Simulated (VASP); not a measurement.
# TePb in VASP: notebook

The runs below take TePb through single point, relaxation of cell and atoms, with PBE.

All numbers are computed with VASP 6.6.1; they aren't measurements. Logs are shortened: lines on timing, memory, paths and dates and some standing lists are left out, and cuts for length are marked.

## 1. The cell of the first run

Symmetry: Fm-3m, No. 225, cubic system. Conventional cell: a = 6.570 Å, b = 6.570 Å, c = 6.570 Å, α = 90.00°, β = 90.00°, γ = 90.00°. Within 4.3 Å of Te (site symmetry m-3m) lie 6 Pb at 3.28 Å. Within 4.3 Å of Pb (site symmetry m-3m) lie 6 Te at 3.28 Å.

## 2. Single point, PBE

The input, INCAR:

```
  PREC = Accurate
  ENCUT = 520
  EDIFF = 1E-7
  ISMEAR = 0
  SIGMA = 0.02
  LREAL = F
  LASPH = T
  NELM = 100
  ALGO = Normal
  ISIF = 2
  LWAVE = F
  LCHARG = F
  GGA = PE
  NBANDS = 17
```

The input, KPOINTS:

```
regular mesh
0
Gamma
  8 8 8
```

The input, POSCAR:

```
TePb
1.0
    0.0000000000      3.2848049113      3.2848049113
    3.2848049113      0.0000000000      3.2848049113
    3.2848049113      3.2848049113      0.0000000000
Te Pb
1 1
Direct
    0.0000000000      0.0000000000      0.0000000000
    0.5000000000      0.5000000000      0.5000000000
```

Potentials or basis: VASP PAW PBE potentials, release 64 (Te, Pb_d).

Command:

```bash
cat potpaw_PBE.64/Te/POTCAR potpaw_PBE.64/Pb_d/POTCAR > POTCAR
mpirun -np 1 vasp_std > vasp.out
```

OUTCAR:

```text
PREC = Accurate
   ENCUT = 520
   EDIFF = 1E-7
   ISMEAR = 0
   LREAL = F
   LASPH = T
   NELM = 100
   ISIF = 2
   GGA = PE

 ion  position               nearest neighbor table
   1  0.000  0.000  0.000-   2 3.28   2 3.28   2 3.28   2 3.28   2 3.28   2 3.28
   2  0.500  0.500  0.500-   1 3.28   1 3.28   1 3.28   1 3.28   1 3.28   1 3.28

  LATTYP: Found a face centered cubic cell.
 ALAT       =     6.5696098226

  Lattice vectors:

 A1 = (   0.0000000000,   3.2848049113,   3.2848049113)
 A2 = (   3.2848049113,   0.0000000000,   3.2848049113)
 A3 = (   3.2848049113,   3.2848049113,   0.0000000000)

Analysis of symmetry for initial positions (statically):
=====================================================================
 Subroutine PRICEL returns:
 Original cell was already a primitive cell.

 Routine SETGRP: Setting up the symmetry group for a
 face centered cubic supercell.

 Subroutine GETGRP returns: Found 48 space group operations
 (whereof 48 operations were pure point group operations)
 out of a pool of 48 trial point group operations.

The static configuration has the point symmetry O_h .

Analysis of symmetry for dynamics (positions and initial velocities):
=====================================================================
 Subroutine PRICEL returns:
 Original cell was already a primitive cell.

 Routine SETGRP: Setting up the symmetry group for a
 face centered cubic supercell.

 Subroutine GETGRP returns: Found 48 space group operations
 (whereof 48 operations were pure point group operations)
 out of a pool of 48 trial point group operations.

The dynamic configuration has the point symmetry O_h .

 Subroutine INISYM returns: Found 48 space group operations
 (whereof 48 operations are pure point group operations),
 and found     1 'primitive' translations

----------------------------------------------------------------------------------------

                                     Primitive cell

  volume of cell :      70.8857

  direct lattice vectors                    reciprocal lattice vectors
     0.000000000  3.284804911  3.284804911    -0.152216041  0.152216041  0.152216041
     3.284804911  0.000000000  3.284804911     0.152216041 -0.152216041  0.152216041
     3.284804911  3.284804911  0.000000000     0.152216041  0.152216041 -0.152216041

  length of vectors
     4.645415655  4.645415655  4.645415655     0.263645917  0.263645917  0.263645917

  position of ions in fractional coordinates (direct lattice)
     0.000000000  0.000000000  0.000000000
     0.500000000  0.500000000  0.500000000

  ion indices of the primitive-cell ions
   primitive index   ion index
                 1           1
                 2           2

----------------------------------------------------------------------------------------

 KPOINTS: regular mesh

Automatic generation of k-mesh.
 Grid dimensions read from file:
 generate k-points for:    8    8    8

 Generating k-lattice:

  Cartesian coordinates                     Fractional coordinates (reciprocal lattice)
    -0.019027005  0.019027005  0.019027005     0.125000000  0.000000000  0.000000000
     0.019027005 -0.019027005  0.019027005     0.000000000  0.125000000  0.000000000
     0.019027005  0.019027005 -0.019027005     0.000000000  0.000000000  0.125000000

  Length of vectors
     0.032955740  0.032955740  0.032955740

  Shift w.r.t. Gamma in fractional coordinates (k-lattice)
     0.000000000  0.000000000  0.000000000

 Subroutine IBZKPT returns following result:
 ===========================================

 Found     29 irreducible k-points:

 Following reciprocal coordinates:
            Coordinates               Weight
  0.000000  0.000000  0.000000      1.000000
  0.125000  0.000000  0.000000      8.000000
  0.250000  0.000000  0.000000      8.000000
  0.375000  0.000000  0.000000      8.000000
  0.500000  0.000000  0.000000      4.000000
  0.125000  0.125000  0.000000      6.000000
[... 16 lines left out ...]
  0.500000  0.250000  0.125000     48.000000
 -0.375000  0.250000  0.125000     24.000000
 [... further k-points ...]
   k-points           NKPTS =     29   k-points in BZ     NKDIM =     29   number of bands    NBANDS=     17
   number of dos      NEDOS =    301   number of ions     NIONS =      2
   total plane-waves  NPLWV =  46656
   dimension x,y,z NGX =    36 NGY =   36 NGZ =   36
   dimension x,y,z NGXF=    72 NGYF=   72 NGZF=   72
   ions per type =               1   1
   NGX,Y,Z   is equivalent  to a cutoff of  12.88, 12.88, 12.88 a.u.
   NGXF,Y,Z  is equivalent  to a cutoff of  25.77, 25.77, 25.77 a.u.
 SYSTEM =  unknown system
   PREC   = accura    normal or accurate (medium, high low for compatibility)
   ISTART =      0    job   : 0-new  1-cont  2-samecut
   ICHARG =      2    charge: 1-file 2-atom 10-const
   ISPIN  =      1    spin polarized calculation?
   LNONCOLLINEAR =      F non collinear calculations
   LSORBIT =      F    spin-orbit coupling
   LASPH  =      T    aspherical Exc in radial PAW
   ENCUT  =  520.0 eV  38.22 Ry    6.18 a.u.   8.64  8.64  8.64*2*pi/ulx,y,z
   NELM   =    100;   NELMIN=  2; NELMDL= -5     # of ELM steps
   EDIFF  = 0.1E-06   stopping-criterion for ELM
   LREAL  =      F    real-space projection
   EDIFFG = 0.1E-05   stopping-criterion for IOM
   NSW    =      0    number of steps for IOM
   IBRION =     -1    ionic relax: 0-MD 1-quasi-New 2-CG
   NFREE  =      0    steps in history (QN), initial steepest desc. (CG)
   ISIF   =      2    stress and relaxation
   ISYM   =      2    0-nonsym 1-usesym 2-fastsym
   POTIM  = 0.5000    time-step for ionic-motion
   TEBEG  =    0.0;   TEEND  =   0.0 temperature during run
   PSTRESS=    0.0 pullay stress
   NELECT =      20.0000    total number of electrons
   NUPDOWN=      -1.0000    fix difference up-down
   EMIN   =  10.00;   EMAX   =-10.00  energy-range for DOS
   EFERMI =   0.00;   METHOD = LEGACY
   ISMEAR =     0;   SIGMA  =   0.02  broadening in eV -4-tet -1-fermi 0-gaus
   EFERMI_NEDOS =   21; number of points for ismear=-14 and -15
   IALGO  =     38    algorithm
   IMIX   =      4    mixing-type and parameters
     AMIX     =   0.40;   BMIX     =  1.00
     AMIX_MAG =   1.60;   BMIX_MAG =  1.00
  volume/ion in A,a.u.               =      35.44       239.18
  Fermi-wavevector in a.u.,A,eV,Ry     =   1.073739  2.029072 15.686356  1.152915
  Thomas-Fermi vector in A             =   2.209547
   LORBIT       =      0    0 simple, 1 ext, 2 COOP (PROOUT), +10 PAW based schemes
   GGA     = PE    functional components
   LHFCALC =     F    Hartree Fock is set to
   AEXX    =    0.0000 exact exchange contribution
   IVDW    =     0    specifies the selected vdW correction
   LEPSILON=     F    determine dielectric tensor
   LRPA    =     F    only Hartree local field effects (RPA)
 non-spin polarized calculation
 Gauss-broadening in eV      SIGMA  =   0.02
  energy-cutoff  :      520.00
  volume of cell :       70.89
 maximum number of plane-waves:      1926
   NGX = 17   NGY = 17   NGZ = 17

 number of electron      19.9999999 magnetization

 Free energy of the ion-electron system (eV)
  ---------------------------------------------------
  ext. energy  EPLUGINS =         0.00000000
  ---------------------------------------------------
  free energy    TOTEN  =        -7.52298458 eV

  energy without entropy =       -7.52298458  energy(sigma->0) =       -7.52298458

 E-fermi :   5.1129     XC(G=0):  -9.0788

 val. band max:        4.9931882823   @ k =   0.5000   0.0000   0.0000
 cond. band min:       5.8256732108   @ k =   0.5000   0.0000   0.0000
 fundamental gap:      0.8324849286
 Fermi energy:         5.1128758309

 k-point     1 :       0.0000    0.0000    0.0000
  band No.  band energies     occupation
      1     -11.6495      2.00000
      2     -11.6495      2.00000
      3     -11.6439      2.00000
      4     -11.6439      2.00000
      5     -11.6439      2.00000
      6      -6.6196      2.00000
[... 9 lines left out ...]
     16      10.9082      0.00000
     17      12.4039      0.00000

 k-point     2 :       0.1250    0.0000    0.0000
  band No.  band energies     occupation
      1     -11.6509      2.00000
      2     -11.6509      2.00000
      3     -11.6435      2.00000
      4     -11.6421      2.00000
      5     -11.6421      2.00000
      6      -6.4950      2.00000
[... 9 lines left out ...]
     16      11.1891      0.00000
     17      13.3284      0.00000

 k-point     3 :       0.2500    0.0000    0.0000
  band No.  band energies     occupation
      1     -11.6550      2.00000
      2     -11.6550      2.00000
      3     -11.6427      2.00000
      4     -11.6370      2.00000
      5     -11.6370      2.00000
      6      -6.1381      2.00000
[... 9 lines left out ...]
     16      11.9601      0.00000
     17      15.0762      0.00000

 k-point     4 :       0.3750    0.0000    0.0000
  band No.  band energies     occupation
      1     -11.6594      2.00000
      2     -11.6594      2.00000
      3     -11.6419      2.00000
      4     -11.6318      2.00000
      5     -11.6318      2.00000
      6      -5.6316      2.00000
[... 9 lines left out ...]
     16      13.1431      0.00000
     17      15.5001      0.00000
[... 343 lines left out ...]
      1     -11.6661      2.00000
      2     -11.6503      2.00000
      3     -11.6447      2.00000
      4     -11.6339      2.00000
      5     -11.6327      2.00000
      6      -5.8482      2.00000
[... 9 lines left out ...]
     16      13.5778      0.00000
     17      13.9749      0.00000

 k-point    23 :       0.5000    0.2500    0.1250
  band No.  band energies     occupation
      1     -11.6702      2.00000
      2     -11.6536      2.00000
      3     -11.6416      2.00000
      4     -11.6325      2.00000
      5     -11.6294      2.00000
      6      -5.4051      2.00000
[... 9 lines left out ...]
     16      13.8985      0.00000
     17      14.9277      0.00000

 k-point    24 :      -0.3750    0.2500    0.1250
  band No.  band energies     occupation
      1     -11.6715      2.00000
      2     -11.6554      2.00000
      3     -11.6385      2.00000
      4     -11.6341      2.00000
      5     -11.6276      2.00000
      6      -5.1479      2.00000
[... 9 lines left out ...]
     16      14.7773      0.00000
     17      15.0550      0.00000

 [... further k-points ...]

------------------------ aborting loop because EDIFF is reached ----------------------------------------

  FORCE on cell =-STRESS in cart. coord.  units (eV):
  Direction    XX          YY          ZZ          XY          YZ          ZX
  --------------------------------------------------------------------------------------
  -------------------------------------------------------------------------------------
  Total       -0.0172498     -0.0172498     -0.0172498      0.0000000     -0.0000000      0.0000000
  in kB       -0.3898837     -0.3898837     -0.3898837      0.0000000     -0.0000000      0.0000000
  external PRESSURE =      -0.3898837 kB  Pullay stress =       0.0000000 kB

 VOLUME and BASIS-vectors are now :
 -----------------------------------------------------------------------------
  energy-cutoff  :      520.00
  volume of cell :       70.89
      direct lattice vectors                 reciprocal lattice vectors
     0.000000000  3.284804911  3.284804911    -0.152216041  0.152216041  0.152216041
     3.284804911  0.000000000  3.284804911     0.152216041 -0.152216041  0.152216041
     3.284804911  3.284804911  0.000000000     0.152216041  0.152216041 -0.152216041

 POSITION                                       TOTAL-FORCE (eV/Angst)
 -----------------------------------------------------------------------------------
      0.00000      0.00000      0.00000        -0.000000     -0.000000     -0.000000
      3.28480      3.28480      3.28480         0.000000      0.000000      0.000000
 -----------------------------------------------------------------------------------
    total drift:                                0.000000      0.000000      0.000000

  FREE ENERGIE OF THE ION-ELECTRON SYSTEM (eV)
  ---------------------------------------------------
  free  energy   TOTEN  =        -7.5229845840 eV

  energy  without entropy=       -7.5229845840  energy(sigma->0) =       -7.52298458
```

It took 25 s on 1 thread of AMD EPYC 9R14 (Zen 4), shared host; peak memory 0.19 GiB.

What came out:

* Free energy: -7.5230 eV
* Pressure: 0.0 GPa
* Band gap on the k mesh: 0.83 eV

Levels at points of the mesh, in eV from the valence-band top:
```csv
k point,band 7,band 8,band 9,band 10,band 11,band 12,band 13,band 14
"(0.00, 0.00, 0.00)",-5.71,-1.15,-1.15,-1.15,4.03,4.03,4.03,5.92
"(0.50, 0.00, 0.00)",-8.33,-0.73,-0.73,0.00,0.83,1.40,1.40,8.34
"(0.50, 0.50, 0.00)",-7.22,-4.11,-2.51,-2.51,3.51,5.30,5.30,6.43
```

Caveat: spin-orbit coupling is left out, which moves the levels of the heavy elements. A k mesh can miss the band edges.

## 3. Relaxation of cell and atoms, PBE

This run uses another cell than the first one, of 34.99 Å³/atom.

The input, INCAR:

```
SYSTEM = TePb
PREC     = Accurate       ! precision mode
ENCUT    = 600            ! plane-wave cutoff, eV
EDIFF    = 1E-6           ! SCF threshold, eV
ISMEAR   = 0              ! smearing method
SIGMA    = 0.02           ! smearing width, eV
LREAL    = .False.        ! projectors in reciprocal space
LASPH    = .True.         ! aspherical terms in the spheres
NELM     = 100            ! most SCF steps
ALGO     = Fast           ! electronic algorithm
ISIF     = 3              ! what is computed and relaxed
LWAVE    = .False.        ! write WAVECAR
LCHARG   = .False.        ! write CHGCAR
GGA      = PE             ! functional
IBRION   = 2              ! ionic algorithm
NSW      = 100            ! ionic steps
EDIFFG   = -0.005         ! ionic threshold
```

The input, KPOINTS:

```
regular mesh
0
Gamma
  8 8 8
  0 0 0
```

The input, POSCAR:

```
TePb
1.0
    0.0000000000      3.2708968051      3.2708968051
    3.2708968051      0.0000000000      3.2708968051
    3.2708968051      3.2708968051      0.0000000000
Te Pb
1 1
Direct
    0.0000000000      0.0000000000      0.0000000000
    0.5000000000      0.5000000000      0.5000000000
```

Potentials or basis: VASP PAW PBE potentials, release 64 (Te, Pb_d).

Command:

```bash
cat potpaw_PBE.64/Te/POTCAR potpaw_PBE.64/Pb_d/POTCAR > POTCAR
mpirun -np 1 vasp_std > vasp.out
```

Wall time 64 s (1 thread of AMD EPYC 9R14 (Zen 4), shared host); peak memory 0.23 GiB.

The run converged. Its results:

| Item | Value |
| --- | --- |
| Free energy | -7.5229 eV |
| Relaxed volume | 35.42 Å³/atom |
| Relaxed cell | a = 4.644 Å, b = 4.644 Å, c = 4.644 Å, α = 60.00°, β = 60.00°, γ = 60.00° |
| Space group after relaxing (to 0.1 Å) | Fm-3m (No. 225) |
| Energy gained by relaxing | 0.7 meV/atom |
| Ionic steps | 3 |
| Pressure after relaxing | 0.0 GPa |
| Band gap on the k mesh | 0.83 eV |

Step by step:
| step | energy change (eV) | largest force (eV/Å) | pressure (GPa) | volume (Å³) |
| --- | --- | --- | --- | --- |
| 1 | 0.0000 | 0.0000 | 0.49 | 69.99 |
| 2 | -0.0012 | 0.0000 | -0.16 | 71.07 |
| 3 | -0.0013 | 0.0000 | 0.02 | 70.83 |

Final structure:
```
CELL_PARAMETERS angstrom
0.00000 3.28398 3.28398
3.28398 0.00000 3.28398
3.28398 3.28398 0.00000
ATOMIC_POSITIONS crystal
Te 0.00000 0.00000 0.00000
Pb 0.50000 0.50000 0.50000
```

Levels at points of the mesh, in eV from the valence-band top:
| k point | band 6 | band 7 | band 8 | band 9 | band 10 | band 11 | band 12 | band 13 | band 14 |
| --- | --- | --- | --- | --- | --- | --- | --- | --- | --- |
| (0.00, 0.00, 0.00) | -11.62 | -5.71 | -1.16 | -1.16 | -1.16 | 4.03 | 4.03 | 4.03 | 5.91 |
| (0.50, 0.00, 0.00) | -10.31 | -8.34 | -0.73 | -0.73 | 0.00 | 0.83 | 1.39 | 1.39 | 8.34 |
| (0.50, 0.50, 0.00) | -10.11 | -7.22 | -4.11 | -2.52 | -2.52 | 3.51 | 5.31 | 5.31 | 6.44 |

Caveat: spin-orbit coupling is left out, which moves the levels of the heavy elements.

[end of part 1 of 2]
